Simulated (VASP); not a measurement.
GaSb3:

```
CELL_PARAMETERS angstrom
0.00000 3.73060 3.73060
3.73060 0.00000 3.73060
3.73060 3.73060 0.00000
ATOMIC_POSITIONS crystal
Sb 0.50000 0.50000 0.50000
Sb 0.75000 0.75000 0.75000
Sb 0.25000 0.25000 0.25000
Ga 0.00000 0.00000 0.00000
```

- Program: VASP 6.6.1
- Task: relaxation of cell and atoms
- Functional: r2SCAN
- Potentials or basis: VASP PAW PBE potentials, release 64 (Sb, Ga_d)
- Cutoff: 600 eV
- k mesh: 6 × 6 × 6
- Occupations: fermi-dirac, width 0.05 eV
- Spin: no spin polarisation

At the start: pressure -1.5 GPa; volume 25.96 Å³/atom.

Where does the relaxation end?

Over 3 steps the energy falls by 3.9 meV/atom and the volume is 25.17 Å³/atom (-3.0 %); space group Fm-3m (No. 225, to 0.1 Å) before and after.

The path:
| step | energy change (eV) | largest force (eV/Å) | pressure (GPa) | volume (Å³) |
| --- | --- | --- | --- | --- |
| 1 | 0.0000 | 0.0000 | -1.55 | 103.84 |
| 2 | -0.0152 | 0.0000 | 0.31 | 100.12 |
| 3 | -0.0158 | 0.0000 | 0.02 | 100.68 |

Final structure:
```cif
data_structure
_symmetry_space_group_name_H-M 'P 1'
_symmetry_Int_Tables_number 1
_cell_length_a 5.2218
_cell_length_b 5.2218
_cell_length_c 5.2218
_cell_angle_alpha 60.000
_cell_angle_beta 60.000
_cell_angle_gamma 60.000
_cell_volume 100.68
loop_
_atom_site_label
_atom_site_type_symbol
_atom_site_fract_x
_atom_site_fract_y
_atom_site_fract_z
_atom_site_occupancy
Sb1 Sb 0.50000 0.50000 0.50000 1
Sb2 Sb 0.75000 0.75000 0.75000 1
Sb3 Sb 0.25000 0.25000 0.25000 1
Ga1 Ga 0.00000 0.00000 0.00000 1
```

Caveat: the highest band is partly filled, so the run has too few bands; the PAW data sets were made with another functional, which shifts forces and pressure a little.
